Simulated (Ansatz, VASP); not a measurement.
## One calculation of BeZn2S2O, two programs

Contents of INCAR:

```
SYSTEM = BeZn2S2O
PREC     = Accurate       ! precision mode
ENCUT    = 520            ! plane-wave cutoff, eV
EDIFF    = 1E-6           ! SCF threshold, eV
ISMEAR   = 0              ! smearing method
SIGMA    = 0.1            ! smearing width, eV
LREAL    = .FALSE.        ! projectors in reciprocal space
LASPH    = .TRUE.         ! aspherical terms in the spheres
NELM     = 80             ! most SCF steps
ALGO     = Normal         ! electronic algorithm
ISIF     = 2              ! what is computed and relaxed
LWAVE    = .FALSE.        ! write WAVECAR
LCHARG   = .FALSE.        ! write CHGCAR
GGA      = PE             ! functional
NBANDS   = 31             ! bands
```

File KPOINTS:

```
regular mesh
0
G
  4 4 4
  0 0 0
```

The input POSCAR:

```
BeZn2S2O
1.0
    3.7812654700      0.0000000000      0.0000000000
    0.0000000000      3.7812654700      0.0000000000
    0.0000000000      0.0000000000      6.3011308300
Be Zn S O
1 2 2 1
Direct
    0.0000000000      0.0000000000      0.0000000000
    0.0000000000      0.5000000000      0.0000000000
    0.5000000000      0.0000000000      0.0000000000
    0.0000000000      0.0000000000      0.7202198700
    0.0000000000      0.0000000000      0.2797801300
    0.5000000000      0.5000000000      0.0000000000
```

Input for Ansatz:

```yaml
crystal:
  lattice:
    - [3.78126547, 0.0, 0.0]
    - [0.0, 3.78126547, 0.0]
    - [0.0, 0.0, 6.30113083]
  atoms:
    - { symbol: Be, position: [0.0, 0.0, 0.0] }
    - { symbol: Zn, position: [0.0, 0.5, 0.0] }
    - { symbol: Zn, position: [0.5, 0.0, 0.0] }
    - { symbol: S, position: [0.0, 0.0, 0.72021987] }
    - { symbol: S, position: [0.0, 0.0, 0.27978013] }
    - { symbol: O, position: [0.5, 0.5, 0.0] }
basis:
  ecutwfc: 420
kpoints:
  mp_grid: { grid: [4, 4, 4] }
hamiltonian:
  xc: pbe
scf:
  occupations: { method: gaussian, width: 0.1 }
  lower_state_search: "off"
output:
  forces: true
  stress: true
  eigenvalues: true
```

Alike in both runs: task single point; functional PBE; k mesh 4 × 4 × 4; occupations gaussian, width 0.1 eV; no spin polarisation.

|  | VASP | Ansatz |
| --- | --- | --- |
| version | VASP 6.6.1 | Ansatz 0.2.0 |
| potentials or method | VASP PAW PBE potentials, release 64 (Be, Zn, S, O), cutoff 520 eV | scalar-relativistic, plane waves, PAW |
| valence electrons in the cell | 44 | 44 |

```csv
,VASP,Ansatz,Ansatz less VASP
gap on the k mesh at the Fermi level (eV),1.26,1.26,+0.001
least direct gap on the mesh (eV),1.26,1.26,+0.001
rms of the force components (eV/Å),0.365,0.368,+0.0034
```

Atom by atom the forces differ by 0.003 eV/Å (rms over components). With one functional, cell and mesh, what is left measures potentials, basis and numerics.
